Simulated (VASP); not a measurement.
# Bi (R-3m) in VASP: a series of runs

Bi is run at these levels: PBE+D3(BJ); tasks: relaxation of shape and atoms at fixed volume.

Everything below comes from runs of VASP 6.6.1. Logs are shortened: lines on timing, memory, paths and dates and some standing lists are left out, and cuts for length are marked.

### Step 1. The cell of the first run

Symmetry: R-3m, No. 166, trigonal system. The conventional cell has a = 4.638 Å, b = 4.638 Å, c = 12.246 Å, α = 90.00°, β = 90.00°, γ = 120.00°. Within 4.1 Å of Bi (site symmetry 3m) lie 6 Bi at 3.15 to 3.62 Å.

### Step 2. Relaxation of shape and atoms at fixed volume, PBE+D3(BJ) (38.02 Å³/atom)

INCAR

```
PREC     = Accurate       # precision mode
ENCUT    = 600            # plane-wave cutoff, eV
EDIFF    = 1E-7           # SCF threshold, eV
ISMEAR   = 0              # smearing method
SIGMA    = 0.1            # smearing width, eV
LREAL    = False          # projectors in reciprocal space
LASPH    = True           # aspherical terms in the spheres
NELM     = 60             # most SCF steps
ALGO     = Fast           # electronic algorithm
ISIF     = 4              # what is computed and relaxed
LWAVE    = False          # write WAVECAR
LCHARG   = False          # write CHGCAR
GGA      = PE             # functional
IVDW     = 12             # dispersion correction
IBRION   = 2              # ionic algorithm
NSW      = 50             # ionic steps
EDIFFG   = -0.01          # ionic threshold
```

KPOINTS

```
Automatic mesh
0
Gamma
  12 12 12
```

POSCAR

```
Bi
1.0
    2.3189155838      1.3388265365      4.0820915910
   -2.3189155838      1.3388265365      4.0820915910
    0.0000000000     -2.6776530730      4.0820915910
Bi
2
Direct
    0.2340402592      0.2340402592      0.2340402592
    0.7659597408      0.7659597408      0.7659597408
```

Potentials or basis: VASP PAW PBE potentials, release 64 (Bi_d).

Launch:

```bash
> cat potpaw_PBE.64/Bi_d/POTCAR > POTCAR
> mpirun -np 1 vasp_std > vasp.out
```

OUTCAR:

```text
PREC = Accurate
   ENCUT = 600
   EDIFF = 1E-7
   ISMEAR = 0
   LREAL = False
   LASPH = True
   NELM = 60
   ISIF = 4
   GGA = PE
   IVDW = 12
   IBRION = 2
   NSW = 50
   EDIFFG = -0.01
 IVDW          = 12

 ion  position               nearest neighbor table
   1  0.234  0.234  0.234-   2 3.15   2 3.15   2 3.15   2 3.62   2 3.62   2 3.62
   2  0.766  0.766  0.766-   1 3.15   1 3.15   1 3.15   1 3.62   1 3.62   1 3.62

  LATTYP: Found a trigonal (rhomboedric) cell.
 ALAT       =     4.8819358596
 COS(alpha) =     0.5487515371

  Lattice vectors:

 A1 = (   2.3189155838,   1.3388265365,   4.0820915910)
 A2 = (  -2.3189155838,   1.3388265365,   4.0820915910)
 A3 = (   0.0000000000,  -2.6776530730,   4.0820915910)

Analysis of symmetry for initial positions (statically):
=====================================================================
 Subroutine PRICEL returns:
 Original cell was already a primitive cell.

 Routine SETGRP: Setting up the symmetry group for a
 trigonal (rhombohedral) supercell.

 Subroutine GETGRP returns: Found 12 space group operations
 (whereof 12 operations were pure point group operations)
 out of a pool of 12 trial point group operations.

The static configuration has the point symmetry D_3d.

Analysis of symmetry for dynamics (positions and initial velocities):
=====================================================================
 Subroutine PRICEL returns:
 Original cell was already a primitive cell.

 Routine SETGRP: Setting up the symmetry group for a
 trigonal (rhombohedral) supercell.

 Subroutine GETGRP returns: Found 12 space group operations
 (whereof 12 operations were pure point group operations)
 out of a pool of 12 trial point group operations.

The dynamic configuration has the point symmetry D_3d.

 Subroutine INISYM returns: Found 12 space group operations
 (whereof 12 operations are pure point group operations),
 and found     1 'primitive' translations

----------------------------------------------------------------------------------------

                                     Primitive cell

  volume of cell :      76.0402

  direct lattice vectors                    reciprocal lattice vectors
     2.318915584  1.338826537  4.082091591     0.215618026  0.124487125  0.081657485
    -2.318915584  1.338826537  4.082091591    -0.215618026  0.124487125  0.081657485
     0.000000000 -2.677653073  4.082091591     0.000000000 -0.248974250  0.081657485

  length of vectors
     4.881935860  4.881935860  4.881935860     0.262023133  0.262023133  0.262023133

  position of ions in fractional coordinates (direct lattice)
     0.234040259  0.234040259  0.234040259
     0.765959741  0.765959741  0.765959741

  ion indices of the primitive-cell ions
   primitive index   ion index
                 1           1
                 2           2

----------------------------------------------------------------------------------------

 KPOINTS: Automatic mesh

Automatic generation of k-mesh.
 Grid dimensions read from file:
 generate k-points for:   12   12   12

 Generating k-lattice:

  Cartesian coordinates                     Fractional coordinates (reciprocal lattice)
     0.017968169  0.010373927  0.006804790     0.083333333 -0.000000000  0.000000000
    -0.017968169  0.010373927  0.006804790    -0.000000000  0.083333333  0.000000000
     0.000000000 -0.020747854  0.006804790     0.000000000  0.000000000  0.083333333

  Length of vectors
     0.021835261  0.021835261  0.021835261

  Shift w.r.t. Gamma in fractional coordinates (k-lattice)
     0.000000000  0.000000000  0.000000000

 Subroutine IBZKPT returns following result:
 ===========================================

 Found    189 irreducible k-points:

 Following reciprocal coordinates:
            Coordinates               Weight
  0.000000  0.000000  0.000000      1.000000
  0.083333 -0.000000 -0.000000      6.000000
  0.166667  0.000000  0.000000      6.000000
  0.250000 -0.000000  0.000000      6.000000
  0.333333  0.000000  0.000000      6.000000
  0.416667 -0.000000  0.000000      6.000000
[... 16 lines left out ...]
  0.500000  0.166667 -0.000000     12.000000
 -0.416667  0.166667  0.000000     12.000000
 [... further k-points ...]
   k-points           NKPTS =    189   k-points in BZ     NKDIM =    189   number of bands    NBANDS=     19
   number of dos      NEDOS =    301   number of ions     NIONS =      2
   total plane-waves  NPLWV =  64000
   dimension x,y,z NGX =    40 NGY =   40 NGZ =   40
   dimension x,y,z NGXF=    80 NGYF=   80 NGZF=   80
   ions per type =               2
   NGX,Y,Z   is equivalent  to a cutoff of  13.62, 13.62, 13.62 a.u.
   NGXF,Y,Z  is equivalent  to a cutoff of  27.24, 27.24, 27.24 a.u.
 SYSTEM =  unknown system
   PREC   = accura    normal or accurate (medium, high low for compatibility)
   ISTART =      0    job   : 0-new  1-cont  2-samecut
   ICHARG =      2    charge: 1-file 2-atom 10-const
   ISPIN  =      1    spin polarized calculation?
   LNONCOLLINEAR =      F non collinear calculations
   LSORBIT =      F    spin-orbit coupling
   LASPH  =      T    aspherical Exc in radial PAW
   ENCUT  =  600.0 eV  44.10 Ry    6.64 a.u.   9.75  9.75  9.75*2*pi/ulx,y,z
   NELM   =     60;   NELMIN=  2; NELMDL= -5     # of ELM steps
   EDIFF  = 0.1E-06   stopping-criterion for ELM
   LREAL  =      F    real-space projection
   EDIFFG = -.1E-01   stopping-criterion for IOM
   NSW    =     50    number of steps for IOM
   IBRION =      2    ionic relax: 0-MD 1-quasi-New 2-CG
   NFREE  =      1    steps in history (QN), initial steepest desc. (CG)
   ISIF   =      4    stress and relaxation
   ISYM   =      2    0-nonsym 1-usesym 2-fastsym
   POTIM  = 0.5000    time-step for ionic-motion
   TEBEG  =    0.0;   TEEND  =   0.0 temperature during run
   PSTRESS=    0.0 pullay stress
   NELECT =      30.0000    total number of electrons
   NUPDOWN=      -1.0000    fix difference up-down
   EMIN   =  10.00;   EMAX   =-10.00  energy-range for DOS
   EFERMI =   0.00;   METHOD = LEGACY
   ISMEAR =     0;   SIGMA  =   0.10  broadening in eV -4-tet -1-fermi 0-gaus
   EFERMI_NEDOS =   21; number of points for ismear=-14 and -15
   IALGO  =     68    algorithm
   IMIX   =      4    mixing-type and parameters
     AMIX     =   0.40;   BMIX     =  1.00
     AMIX_MAG =   1.60;   BMIX_MAG =  1.00
  volume/ion in A,a.u.               =      38.02       256.57
  Fermi-wavevector in a.u.,A,eV,Ry     =   1.200699  2.268992 19.615223  1.441678
  Thomas-Fermi vector in A             =   2.336528
   LORBIT       =      0    0 simple, 1 ext, 2 COOP (PROOUT), +10 PAW based schemes
   GGA     = PE    functional components
   LHFCALC =     F    Hartree Fock is set to
   AEXX    =    0.0000 exact exchange contribution
   IVDW    =    12    specifies the selected vdW correction
   LEPSILON=     F    determine dielectric tensor
   LRPA    =     F    only Hartree local field effects (RPA)
 conjugate gradient relaxation of ions
 non-spin polarized calculation
 RMM-DIIS sequential band-by-band and
 Gauss-broadening in eV      SIGMA  =   0.10
  energy-cutoff  :      600.00
  volume of cell :       76.04
 maximum number of plane-waves:      2567
   NGX = 19   NGY = 19   NGZ = 19

--------------------------------------- Ionic step        1  -------------------------------------------

 number of electron      30.0000004 magnetization

 Free energy of the ion-electron system (eV)
  ---------------------------------------------------
  ext. energy  EPLUGINS =         0.00000000
  ---------------------------------------------------
  free energy    TOTEN  =        -7.76448811 eV

  energy without entropy =       -7.76325660  energy(sigma->0) =       -7.76387235

------------------------ aborting loop because EDIFF is reached ----------------------------------------

 Edisp (eV)   -0.83708

 E8    (eV) :    -0.4160

  FORCE on cell =-STRESS in cart. coord.  units (eV):
  Direction    XX          YY          ZZ          XY          YZ          ZX
  --------------------------------------------------------------------------------------
  -------------------------------------------------------------------------------------
  Total      -1.54813    -1.54813    -1.42091     0.00000     0.00000     0.00000
  in kB     -32.61925   -32.61925   -29.93885     0.00000     0.00000     0.00000
  external pressure =      -31.73 kB  Pullay stress =        0.00 kB
[... 181 lines left out ...]
  energy  without entropy=       -8.6050880690  energy(sigma->0) =       -8.60569361

--------------------------------------- Ionic step        6  -------------------------------------------

 number of electron      30.0000002 magnetization

 Free energy of the ion-electron system (eV)
  ---------------------------------------------------
  ext. energy  EPLUGINS =         0.00000000
  ---------------------------------------------------
  free energy    TOTEN  =        -7.76963957 eV

  energy without entropy =       -7.76839288  energy(sigma->0) =       -7.76901623

 E-fermi :   5.4850     XC(G=0):  -9.1631

 val. band max:        5.4234622387   @ k =   0.3333   0.3333   0.2500
 cond. band min:       5.5214383019   @ k =   0.4167  -0.0000   0.0000
 fundamental gap:      0.0979760632
 Fermi energy:         5.4849996356

 k-point     1 :       0.0000    0.0000    0.0000
  band No.  band energies     occupation
      1     -17.3254      2.00000
      2     -17.3254      2.00000
      3     -17.2007      2.00000
      4     -17.2007      2.00000
      5     -17.1859      2.00000
      6     -17.0504      2.00000
[... 11 lines left out ...]
     18       8.2586      0.00000
     19      11.1885      0.00000
[... 489 lines left out ...]
      3     -17.1695      2.00000
      4     -17.1578      2.00000
      5     -17.1280      2.00000
      6     -17.1143      2.00000
[... 11 lines left out ...]
     18       8.5533      0.00000
     19      12.0586      0.00000

 [... further k-points ...]

------------------------ aborting loop because EDIFF is reached ----------------------------------------

 Edisp (eV)   -0.83684

 E8    (eV) :    -0.4158

  FORCE on cell =-STRESS in cart. coord.  units (eV):
  Direction    XX          YY          ZZ          XY          YZ          ZX
  --------------------------------------------------------------------------------------
  -------------------------------------------------------------------------------------
  Total      -1.23329    -1.23329    -1.22122     0.00000     0.00000     0.00000
  in kB     -25.98567   -25.98567   -25.73119     0.00000     0.00000     0.00000
  external pressure =      -25.90 kB  Pullay stress =        0.00 kB
[... 17 lines left out ...]
  FREE ENERGIE OF THE ION-ELECTRON SYSTEM (eV)
  ---------------------------------------------------
  free  energy   TOTEN  =        -8.6064787187 eV

  energy  without entropy=       -8.6052320261  energy(sigma->0) =       -8.60585537

 reached required accuracy - stopping structural energy minimisation
```

It took 11 min on 1 thread of Intel Xeon 6975P-C (Granite Rapids), shared host; peak memory 0.46 GiB.

Results:

```yaml
Free_energy: -8.6065 eV
Energy_gained_by_relaxing: 2.5 meV/atom
Ionic_steps: 6
Pressure_after_relaxing: -2.6 GPa
Largest_force_after_relaxing: 0.004 eV/Å
Band_gap_on_the_k_mesh: zero (bands 15 and 16 overlap by 0.21 eV)
Dispersion_energy_per_atom: -0.418 eV
```

Forces on the atoms (eV/Å):
```
Bi   0.000  0.000  0.004
Bi   0.000  0.000 -0.004
```

The path:
| step | energy change (eV) | largest force (eV/Å) | pressure (GPa) | volume (Å³) |
| --- | --- | --- | --- | --- |
| 1 | 0.0000 | 0.1485 | -3.17 | 76.04 |
| 2 | -0.0021 | 0.1007 | -3.03 | 76.04 |
| 3 | -0.0041 | 0.0127 | -2.77 | 76.04 |
| 4 | -0.0043 | 0.0230 | -2.67 | 76.04 |
| 5 | -0.0047 | 0.0131 | -2.63 | 76.04 |
| 6 | -0.0049 | 0.0038 | -2.59 | 76.04 |

Final structure:
```yaml
crystal:
  lattice:
    - [2.30132, 1.32867, 4.14474]
    - [-2.30132, 1.32867, 4.14474]
    - [0.00000, -2.65734, 4.14474]
  atoms:
    - { symbol: Bi, position: [0.23196, 0.23196, 0.23196] }
    - { symbol: Bi, position: [0.76804, 0.76804, 0.76804] }
```

Levels at points of the mesh, in eV from the Fermi level:
```
           k point  band 12  band 13  band 14  band 15  band 16  band 17  band 18  band 19
(0.00, 0.00, 0.00)    -7.73    -1.46    -1.02    -1.02     2.24     2.77     2.77     5.70
(0.50, 0.00, 0.00)   -10.26    -1.49    -1.19    -0.32    -0.17     0.62     1.24     7.13
(0.50, 0.50, 0.00)    -9.47    -4.23    -2.76    -2.55     2.38     4.53     5.25     6.07
(0.50, 0.50, 0.50)    -9.63    -0.89    -0.53    -0.53     0.84     0.92     0.92     6.63
```

Caveat: spin-orbit coupling is left out, which moves the levels of the heavy elements.

### Step 3. Relaxation of shape and atoms at fixed volume, PBE+D3(BJ) (31.45 Å³/atom)

This run uses another cell than the first one, of 31.45 Å³/atom.

INCAR

```
ALGO = Fast ; EDIFF = 1E-6
EDIFFG = -0.01 ; ENCUT = 600
GGA = PE ; IBRION = 2
ISIF = 4 ; ISMEAR = 0
IVDW = 12 ; LASPH = T
LCHARG = F ; LREAL = F
LWAVE = F ; NELM = 100
NSW = 50 ; PREC = Accurate
SIGMA = 0.1
```

KPOINTS

```
k-points
0
Gamma
  12 12 12
```

POSCAR

```
Bi
1.0
    2.2093260285      1.2755549773      3.7203321233
   -2.2093260285      1.2755549773      3.7203321233
    0.0000000000     -2.5511099546      3.7203321233
Bi
2
Direct
    0.2400385588      0.2400385588      0.2400385588
    0.7599614412      0.7599614412      0.7599614412
```

Potentials or basis: VASP PAW PBE potentials, release 64 (Bi_d).

Launch:

```bash
> cat potpaw_PBE.64/Bi_d/POTCAR > POTCAR
> mpirun -np 1 vasp_std > vasp.out
```

OUTCAR:

```text
EDIFF = 1E-6
   EDIFFG = -0.01
   ENCUT = 600
   GGA = PE
   IBRION = 2
   ISIF = 4
   ISMEAR = 0
   IVDW = 12
   LASPH = T
   LREAL = F
   NELM = 100
   NSW = 50
   PREC = Accurate
 IVDW          = 12

 ion  position               nearest neighbor table
   1  0.240  0.240  0.240-   2 3.03   2 3.03   2 3.03   2 3.29   2 3.29   2 3.29
   2  0.760  0.760  0.760-   1 3.03   1 3.03   1 3.03   1 3.29   1 3.29   1 3.29

  LATTYP: Found a trigonal (rhomboedric) cell.
 ALAT       =     4.5109902580
 COS(alpha) =     0.5202601053

  Lattice vectors:

 A1 = (   2.2093260285,   1.2755549773,   3.7203321233)
 A2 = (  -2.2093260285,   1.2755549773,   3.7203321233)
 A3 = (   0.0000000000,  -2.5511099546,   3.7203321233)

Analysis of symmetry for initial positions (statically):
=====================================================================
 Subroutine PRICEL returns:
 Original cell was already a primitive cell.

 Routine SETGRP: Setting up the symmetry group for a
 trigonal (rhombohedral) supercell.
[... 487 lines left out ...]
--------------------------------------- Ionic step        9  -------------------------------------------

 number of electron      30.0000003 magnetization

 Free energy of the ion-electron system (eV)
  ---------------------------------------------------
  ext. energy  EPLUGINS =         0.00000000
  ---------------------------------------------------
  free energy    TOTEN  =        -7.56772380 eV

  energy without entropy =       -7.56581079  energy(sigma->0) =       -7.56676729

 E-fermi :   7.7248     XC(G=0): -10.0845

 val. band max:        7.7229025448   @ k =   0.2500   0.2500   0.1667
 cond. band min:       7.7434017209   @ k =   0.2500   0.1667   0.0833
 fundamental gap:      0.0204991760
 Fermi energy:         7.7248305550

 k-point     1 :       0.0000    0.0000    0.0000
  band No.  band energies     occupation
      1     -15.4402      2.00000
      2     -15.4402      2.00000
      3     -15.2456      2.00000
      4     -15.2456      2.00000
      5     -15.2399      2.00000
      6     -14.9991      2.00000
[... 505 lines left out ...]
      6     -15.1127      2.00000
[... 11 lines left out ...]
     18      11.2013      0.00000
     19      14.7574      0.00000

 [... further k-points ...]

------------------------ aborting loop because EDIFF is reached ----------------------------------------

 Edisp (eV)   -1.01701

 E8    (eV) :    -0.5048
[... 25 lines left out ...]
  FREE ENERGIE OF THE ION-ELECTRON SYSTEM (eV)
  ---------------------------------------------------
  free  energy   TOTEN  =        -8.5847360655 eV

  energy  without entropy=       -8.5828230493  energy(sigma->0) =       -8.58377956

 reached required accuracy - stopping structural energy minimisation
```

OSZICAR:

```text
N       E                     dE             d eps       ncg     rms          rms(c)
DAV:   1     0.307568963730E+03    0.30757E+03   -0.18048E+04  7190   0.217E+03
DAV:   2     0.171255990796E+02   -0.29044E+03   -0.28608E+03  7191   0.494E+02
DAV:   3    -0.669500689389E+01   -0.23821E+02   -0.23383E+02  8359   0.160E+02
[... 69 lines left out ...]
RMM:   2    -0.756777181275E+01    0.81245E-04   -0.11720E-03  7548   0.437E-01    0.521E-02
RMM:   3    -0.756771813345E+01    0.53679E-04   -0.59712E-04  8972   0.221E-01    0.925E-03
RMM:   4    -0.756772266442E+01   -0.45310E-05   -0.53853E-05  8764   0.723E-02    0.690E-03
RMM:   5    -0.756772392443E+01   -0.12600E-05   -0.13199E-05  8250   0.351E-02    0.175E-03
RMM:   6    -0.756772380291E+01    0.12152E-06   -0.17853E-06  4408   0.169E-02
   9 F= -.85847361E+01 E0= -.85837796E+01  d E =-.557331E-04
```

Run time: 15 min. Hardware: 1 thread of Intel Xeon Platinum 8259CL at 2.50GHz (Skylake/Cascade Lake), shared host; peak memory 0.39 GiB.

What came out:

* Free energy: -8.5847 eV
* Energy gained by relaxing: 1.1 meV/atom
* Ionic steps: 9
* Pressure after relaxing: 4.8 GPa
* Band gap on the k mesh: zero (bands 15 and 16 overlap by 0.28 eV)
* Dispersion energy per atom: -0.509 eV

The path:
```
step  energy change (eV)  largest force (eV/Å)  pressure (GPa)  volume (Å³)
   1              0.0000                0.1133            5.13        62.91
   2             -0.0011                0.0680            5.05        62.91
   3             -0.0019                0.0222            4.94        62.91
   4             -0.0017                0.0544            4.72        62.91
   5             -0.0021                0.0046            4.84        62.91
   6             -0.0021                0.0195            4.79        62.91
   7             -0.0021                0.0043            4.83        62.91
   8             -0.0021                0.0178            4.83        62.91
   9             -0.0021                0.0003            4.84        62.91
```

Final structure:
```
Bi
1.0
     2.21618    1.27951    3.69736
    -2.21618    1.27951    3.69736
     0.00000   -2.55902    3.69736
Bi
2
Direct
  0.24156 0.24156 0.24156
  0.75844 0.75844 0.75844
```

Caveat: spin-orbit coupling is left out, which moves the levels of the heavy elements.

(Part 1 of 2 ends here.)

The gap in the log of VASP goes by the Fermi energy; the results here count the filled bands.